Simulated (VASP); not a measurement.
# CdO2 (P6/mmm) in VASP: single point with r2SCAN

Aim: the single point of CdO2 with r2SCAN.

Program: VASP 6.6.1. These are calculated values, not measurements. Logs are shortened: lines on timing, memory, paths and dates and some standing lists are left out, and cuts for length are marked.

## (1) The cell of the first run

It takes space group P6/mmm (No. 191, hexagonal). The conventional cell has a = 3.593 Å, b = 3.593 Å, c = 2.998 Å, α = 90.00°, β = 90.00°, γ = 120.00°. Cd (site symmetry 6/mmm) has 12 O at 2.56 Å and 2 Cd at 3.00 Å within 3.4 Å. Within 2.7 Å of O (site symmetry -6m2) lie 3 O at 2.07 Å and 6 Cd at 2.56 Å.

## (2) Single point, r2SCAN

Contents of POSCAR:

```
CdO2
1.0
    3.5929159391      0.0000000000      0.0000000000
   -1.7964579695      3.1115564770      0.0000000000
    0.0000000000      0.0000000000      2.9976721140
Cd O
1 2
Direct
    0.0000000000      0.0000000000      0.0000000000
    0.3333333333      0.6666666667      0.5000000000
    0.6666666667      0.3333333333      0.5000000000
```

Contents of INCAR.step1:

```
  PREC = Accurate
  ENCUT = 520
  ISMEAR = 0
  SIGMA = 0.1
  LREAL = F
  LASPH = T
  NELM = 100
  NBANDS = 19
  GGA = PE
  ALGO = Normal
  EDIFF = 1E-4
  LWAVE = T
  LCHARG = F
```

Contents of INCAR.step2:

```
  PREC = Accurate
  ENCUT = 520
  EDIFF = 1E-6
  ISMEAR = 0
  SIGMA = 0.1
  LREAL = F
  LASPH = T
  NELM = 100
  ALGO = Normal
  ISIF = 2
  LWAVE = F
  LCHARG = T
  METAGGA = R2SCAN
  LMIXTAU = T
  LELF = T
  LVHAR = T
  NBANDS = 19
  ISTART = 1
```

Contents of KPOINTS:

```
Automatic mesh
0
Gamma
  15 15 16
```

Potentials or basis: VASP PAW PBE potentials, release 64 (Cd, O).

On the command line:

```bash
> cat potpaw_PBE.64/Cd/POTCAR potpaw_PBE.64/O/POTCAR > POTCAR
> cp INCAR.step1 INCAR
> mpirun -np 1 vasp_std > vasp.out
> cp INCAR.step2 INCAR
> mpirun -np 1 vasp_std > vasp.out
```

OUTCAR:

```text
PREC = Accurate
   ENCUT = 520
   EDIFF = 1E-6
   ISMEAR = 0
   LREAL = F
   LASPH = T
   NELM = 100
   ISIF = 2
   METAGGA = R2SCAN
   ISTART = 1

 ion  position               nearest neighbor table
   1  0.000  0.000  0.000-   2 2.56   3 2.56   2 2.56   3 2.56   3 2.56   3 2.56   2 2.56   2 2.56
                             3 2.56   3 2.56   2 2.56   2 2.56
   2  0.333  0.667  0.500-   1 2.56   1 2.56   1 2.56   1 2.56   1 2.56   1 2.56
   3  0.667  0.333  0.500-   1 2.56   1 2.56   1 2.56   1 2.56   1 2.56   1 2.56

  LATTYP: Found a hexagonal cell.
 ALAT       =     3.5929159391
 C/A-ratio  =     0.8343284855

  Lattice vectors:

 A1 = (   3.5929159391,   0.0000000000,   0.0000000000)
 A2 = (  -1.7964579695,   3.1115564770,   0.0000000000)
 A3 = (   0.0000000000,   0.0000000000,   2.9976721140)

Analysis of symmetry for initial positions (statically):
=====================================================================
 Subroutine PRICEL returns:
 Original cell was already a primitive cell.

 Routine SETGRP: Setting up the symmetry group for a
 hexagonal supercell.

 Subroutine GETGRP returns: Found 24 space group operations
 (whereof 24 operations were pure point group operations)
 out of a pool of 24 trial point group operations.

The static configuration has the point symmetry D_6h.

Analysis of symmetry for dynamics (positions and initial velocities):
=====================================================================
 Subroutine PRICEL returns:
 Original cell was already a primitive cell.

 Routine SETGRP: Setting up the symmetry group for a
 hexagonal supercell.

 Subroutine GETGRP returns: Found 24 space group operations
 (whereof 24 operations were pure point group operations)
 out of a pool of 24 trial point group operations.

The dynamic configuration has the point symmetry D_6h.

 Subroutine INISYM returns: Found 24 space group operations
 (whereof 24 operations are pure point group operations),
 and found     1 'primitive' translations

----------------------------------------------------------------------------------------

                                     Primitive cell

  volume of cell :      33.5127

  direct lattice vectors                    reciprocal lattice vectors
     3.592915939  0.000000000  0.000000000     0.278325465  0.160691282  0.000000000
    -1.796457970  3.111556477  0.000000000     0.000000000  0.321382564  0.000000000
     0.000000000  0.000000000  2.997672114     0.000000000  0.000000000  0.333592188

  length of vectors
     3.592915939  3.592915939  2.997672114     0.321382564  0.321382564  0.333592188

  position of ions in fractional coordinates (direct lattice)
     0.000000000  0.000000000  0.000000000
     0.333333333  0.666666667  0.500000000
     0.666666667  0.333333333  0.500000000

  ion indices of the primitive-cell ions
   primitive index   ion index
                 1           1
                 2           2
                 3           3

----------------------------------------------------------------------------------------

 KPOINTS: Automatic mesh

Automatic generation of k-mesh.
 Grid dimensions read from file:
 generate k-points for:   15   15   16

 Generating k-lattice:

  Cartesian coordinates                     Fractional coordinates (reciprocal lattice)
     0.018555031  0.010712752  0.000000000     0.066666667  0.000000000  0.000000000
     0.000000000  0.021425504  0.000000000     0.000000000  0.066666667  0.000000000
     0.000000000  0.000000000  0.020849512     0.000000000  0.000000000  0.062500000

  Length of vectors
     0.021425504  0.021425504  0.020849512

  Shift w.r.t. Gamma in fractional coordinates (k-lattice)
     0.000000000  0.000000000  0.000000000

 Subroutine IBZKPT returns following result:
 ===========================================

 Found    243 irreducible k-points:

 Following reciprocal coordinates:
            Coordinates               Weight
  0.000000  0.000000  0.000000      1.000000
  0.066667  0.000000  0.000000      6.000000
  0.133333  0.000000  0.000000      6.000000
  0.200000 -0.000000  0.000000      6.000000
  0.266667  0.000000  0.000000      6.000000
  0.333333 -0.000000  0.000000      6.000000
[... 16 lines left out ...]
  0.333333  0.200000  0.000000     12.000000
  0.400000  0.200000  0.000000      6.000000
 [... further k-points ...]
   k-points           NKPTS =    243   k-points in BZ     NKDIM =    243   number of bands    NBANDS=     19
   number of dos      NEDOS =    301   number of ions     NIONS =      3
   total plane-waves  NPLWV =  18816
   dimension x,y,z NGX =    28 NGY =   28 NGZ =   24
   dimension x,y,z NGXF=    56 NGYF=   56 NGZF=   48
   ions per type =               1   2
   NGX,Y,Z   is equivalent  to a cutoff of  12.96, 12.96, 13.31 a.u.
   NGXF,Y,Z  is equivalent  to a cutoff of  25.91, 25.91, 26.62 a.u.
 SYSTEM =  unknown system
   PREC   = accura    normal or accurate (medium, high low for compatibility)
   ISTART =      1    job   : 0-new  1-cont  2-samecut
   ICHARG =      0    charge: 1-file 2-atom 10-const
   ISPIN  =      1    spin polarized calculation?
   LNONCOLLINEAR =      F non collinear calculations
   LSORBIT =      F    spin-orbit coupling
   LASPH  =      T    aspherical Exc in radial PAW
   ENCUT  =  520.0 eV  38.22 Ry    6.18 a.u.   6.68  6.68  5.57*2*pi/ulx,y,z
   NELM   =    100;   NELMIN=  2; NELMDL=  0     # of ELM steps
   EDIFF  = 0.1E-05   stopping-criterion for ELM
   LREAL  =      F    real-space projection
   EDIFFG = 0.1E-04   stopping-criterion for IOM
   NSW    =      0    number of steps for IOM
   IBRION =     -1    ionic relax: 0-MD 1-quasi-New 2-CG
   NFREE  =      0    steps in history (QN), initial steepest desc. (CG)
   ISIF   =      2    stress and relaxation
   ISYM   =      2    0-nonsym 1-usesym 2-fastsym
   POTIM  = 0.5000    time-step for ionic-motion
   TEBEG  =    0.0;   TEEND  =   0.0 temperature during run
   PSTRESS=    0.0 pullay stress
   NELECT =      24.0000    total number of electrons
   NUPDOWN=      -1.0000    fix difference up-down
   EMIN   =  10.00;   EMAX   =-10.00  energy-range for DOS
   EFERMI =   0.00;   METHOD = LEGACY
   ISMEAR =     0;   SIGMA  =   0.10  broadening in eV -4-tet -1-fermi 0-gaus
   EFERMI_NEDOS =   21; number of points for ismear=-14 and -15
   IALGO  =     38    algorithm
   IMIX   =      4    mixing-type and parameters
     AMIX     =   0.40;   BMIX     =  1.00
     AMIX_MAG =   1.60;   BMIX_MAG =  1.00
  volume/ion in A,a.u.               =      11.17        75.38
  Fermi-wavevector in a.u.,A,eV,Ry     =   1.464678  2.767841 29.188346  2.145283
  Thomas-Fermi vector in A             =   2.580626
   LORBIT       =      0    0 simple, 1 ext, 2 COOP (PROOUT), +10 PAW based schemes
   METAGGA = R2SCAN    functional components
   LHFCALC =     F    Hartree Fock is set to
   AEXX    =    0.0000 exact exchange contribution
   IVDW    =     0    specifies the selected vdW correction
   LEPSILON=     F    determine dielectric tensor
   LRPA    =     F    only Hartree local field effects (RPA)
 non-spin polarized calculation
 Gauss-broadening in eV      SIGMA  =   0.10
  energy-cutoff  :      520.00
  volume of cell :       33.51
 maximum number of plane-waves:       923
 NGX is ok and might be reduce to    28
   NGX = 13   NGY = 13   NGZ = 11

 number of electron      24.0000004 magnetization

 Free energy of the ion-electron system (eV)
  ---------------------------------------------------
  ext. energy  EPLUGINS =         0.00000000
  ---------------------------------------------------
  free energy    TOTEN  =       -31.55423475 eV

  energy without entropy =      -31.55012575  energy(sigma->0) =      -31.55218025

 E-fermi :   2.3254     XC(G=0): -12.5011

 val. band max:        2.3242319222   @ k =   0.0667   0.0000   0.3125
 cond. band min:       2.3339830525   @ k =   0.1333   0.0000   0.1875
 fundamental gap:      0.0097511302
 Fermi energy:         2.3254300266

 k-point     1 :       0.0000    0.0000    0.0000
  band No.  band energies     occupation
      1     -18.2058      2.00000
      2     -13.6054      2.00000
      3      -5.9722      2.00000
      4      -5.7054      2.00000
      5      -5.7054      2.00000
      6      -4.9104      2.00000
[... 11 lines left out ...]
     18      20.6635      0.00000
     19      21.6977      0.00000

 k-point     2 :       0.0667    0.0000    0.0000
  band No.  band energies     occupation
      1     -18.1684      2.00000
      2     -13.6722      2.00000
      3      -5.9710      2.00000
      4      -5.6832      2.00000
      5      -5.6562      2.00000
      6      -4.9301      2.00000
[... 11 lines left out ...]
     18      20.5719      0.00000
     19      21.0887      0.00000

 k-point     3 :       0.1333    0.0000    0.0000
  band No.  band energies     occupation
      1     -18.0580      2.00000
      2     -13.8630      2.00000
      3      -5.9693      2.00000
      4      -5.6180      2.00000
      5      -5.5249      2.00000
      6      -4.9839      2.00000
[... 11 lines left out ...]
     18      20.2879      0.00000
     19      20.3034      0.00000

 k-point     4 :       0.2000   -0.0000    0.0000
  band No.  band energies     occupation
      1     -17.8795      2.00000
      2     -14.1514      2.00000
      3      -5.9725      2.00000
      4      -5.5142      2.00000
      5      -5.3518      2.00000
      6      -5.0580      2.00000
[... 11 lines left out ...]
     18      19.7873      0.00000
     19      19.8939      0.00000

 k-point     5 :       0.2667    0.0000    0.0000
  band No.  band energies     occupation
      1     -17.6423      2.00000
      2     -14.5042      2.00000
      3      -5.9859      2.00000
      4      -5.3800      2.00000
      5      -5.1839      2.00000
      6      -5.1365      2.00000
[... 11 lines left out ...]
     18      19.4172      0.00000
     19      19.9728      0.00000

 k-point     6 :       0.3333   -0.0000    0.0000
  band No.  band energies     occupation
      1     -17.3630      2.00000
      2     -14.8849      2.00000
      3      -6.0108      2.00000
      4      -5.2304      2.00000
      5      -5.2061      2.00000
      6      -5.0551      2.00000
[... 11 lines left out ...]
     18      18.9641      0.00000
     19      20.7168      0.00000

 k-point     7 :       0.4000   -0.0000    0.0000
  band No.  band energies     occupation
      1     -17.0751      2.00000
      2     -15.2465      2.00000
      3      -6.0401      2.00000
      4      -5.2571      2.00000
      5      -5.0910      2.00000
      6      -4.9762      2.00000
[... 11 lines left out ...]
     18      18.6143      0.00000
     19      21.5839      0.00000

 k-point     8 :       0.4667   -0.0000    0.0000
  band No.  band energies     occupation
      1     -16.8593      2.00000
      2     -15.5008      2.00000
      3      -6.0602      2.00000
      4      -5.2839      2.00000
      5      -5.0017      2.00000
      6      -4.9433      2.00000
[... 256 lines left out ...]
 k-point    20 :       0.4000    0.1333    0.0000
  band No.  band energies     occupation
      1     -16.7560      2.00000
      2     -15.6051      2.00000
      3      -6.1262      2.00000
      4      -5.2572      2.00000
      5      -5.0052      2.00000
      6      -4.9870      2.00000
[... 11 lines left out ...]
     18      18.5503      0.00000
     19      22.1357      0.00000

 k-point    21 :       0.2000    0.2000    0.0000
  band No.  band energies     occupation
      1     -17.2930      2.00000
      2     -14.9650      2.00000
      3      -6.0581      2.00000
      4      -5.2501      2.00000
      5      -5.1842      2.00000
      6      -5.0310      2.00000
[... 11 lines left out ...]
     18      19.6198      0.00000
     19      19.9208      0.00000

 k-point    22 :       0.2667    0.2000    0.0000
  band No.  band energies     occupation
      1     -17.0102      2.00000
      2     -15.3070      2.00000
      3      -6.1209      2.00000
      4      -5.2098      2.00000
      5      -5.1389      2.00000
      6      -5.0055      2.00000
[... 11 lines left out ...]
     18      19.7026      0.00000
     19      20.6999      0.00000

 k-point    23 :       0.3333    0.2000    0.0000
  band No.  band energies     occupation
      1     -16.7334      2.00000
      2     -15.6206      2.00000
      3      -6.1758      2.00000
      4      -5.2235      2.00000
      5      -5.0399      2.00000
      6      -5.0273      2.00000
[... 11 lines left out ...]
     18      19.6156      0.00000
     19      21.5107      0.00000

 k-point    24 :       0.4000    0.2000    0.0000
  band No.  band energies     occupation
      1     -16.5891      2.00000
      2     -15.7773      2.00000
      3      -6.1977      2.00000
      4      -5.2275      2.00000
      5      -5.0356      2.00000
      6      -4.9842      2.00000
[... 11 lines left out ...]
     18      19.5755      0.00000
     19      21.9155      0.00000

 [... further k-points ...]

------------------------ aborting loop because EDIFF is reached ----------------------------------------

  FORCE on cell =-STRESS in cart. coord.  units (eV):
  Direction    XX          YY          ZZ          XY          YZ          ZX
  --------------------------------------------------------------------------------------
  -------------------------------------------------------------------------------------
  Total        0.2087503      0.2087503      0.2525863      0.0000000     -0.0000000     -0.0000000
  in kB        9.9799597      9.9799597     12.0756781      0.0000000     -0.0000000     -0.0000000
  external PRESSURE =      10.6785325 kB  Pullay stress =       0.0000000 kB

 VOLUME and BASIS-vectors are now :
 -----------------------------------------------------------------------------
  energy-cutoff  :      520.00
  volume of cell :       33.51
      direct lattice vectors                 reciprocal lattice vectors
     3.592915939  0.000000000  0.000000000     0.278325465  0.160691282  0.000000000
    -1.796457970  3.111556477  0.000000000     0.000000000  0.321382564  0.000000000
     0.000000000  0.000000000  2.997672114     0.000000000  0.000000000  0.333592188

 POSITION                                       TOTAL-FORCE (eV/Angst)
 -----------------------------------------------------------------------------------
      0.00000      0.00000      0.00000         0.000000      0.000000      0.000000
     -0.00000      2.07437      1.49884        -0.000000      0.000000      0.000000
      1.79646      1.03719      1.49884         0.000000      0.000000      0.000000
 -----------------------------------------------------------------------------------
    total drift:                               -0.000000      0.000000     -0.000000

  FREE ENERGIE OF THE ION-ELECTRON SYSTEM (eV)
  ---------------------------------------------------
  free  energy   TOTEN  =       -31.5542347508 eV

  energy  without entropy=      -31.5501257516  energy(sigma->0) =      -31.55218025
```

It used 620 s of CPU time on 1 thread of AMD EPYC 7R13 Processor (Zen 3), with other jobs on the host.

What came out:

| Property | Result |
| --- | --- |
| Free energy | -31.5542 eV |
| Pressure | 1.1 GPa |
| Band gap on the k mesh | zero (band 12 reaches 2.82 eV, above the bottom of band 13 at 2.02 eV) |

Caveat: the PAW data sets were made with another functional, which shifts forces and pressure a little.
